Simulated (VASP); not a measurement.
Set up this calculation in VASP 6.6.1, as the native input.

```yaml
Task: single point
Functional: PBE
Potentials_or_basis: VASP PAW PBE potentials, release 64 (Ru_pv)
Cutoff: 520 eV
k_mesh: 18 × 18 × 10
Occupations: gaussian, width 0.1 eV
Spin: no spin polarisation
Dipole_correction: no
Further_INCAR_settings: ALGO = Normal; EDIFF = 1e-07; NBANDS = 21
```

The structure of Ru lies in POSCAR:

```
Ru
1.0
    2.6913137793      0.0000000000      0.0000000000
   -1.3456568896      2.3307461024      0.0000000000
    0.0000000000      0.0000000000      4.2572675180
Ru
2
Direct
    0.3333333333      0.6666666667      0.2500000000
    0.6666666667      0.3333333333      0.7500000000
```

One way to write it, as run:

INCAR

```
PREC = Accurate
ENCUT = 520
EDIFF = 1E-7
ISMEAR = 0
SIGMA = 0.1
LREAL = F
LASPH = T
NELM = 80
ALGO = Normal
ISIF = 2
LWAVE = F
LCHARG = F
GGA = PE
NBANDS = 21
```

KPOINTS

```
Automatic mesh
0
Gamma
  18 18 10
```

Potentials or basis: VASP PAW PBE potentials, release 64 (Ru_pv).

Launch:

```sh
$ cat potpaw_PBE.64/Ru_pv/POTCAR > POTCAR
$ mpirun -np 1 vasp_std > vasp.out
```

It gave:

The pressure is 10.1 GPa and the band gap on the k mesh is zero (bands 14 and 15 overlap by 3.21 eV).

Caveat: the cell stands under pressure.

It took 43 s on 1 thread of Intel(R) Xeon(R) 6975P-C (Granite Rapids), with other jobs on the host, peak memory 0.21 GiB.
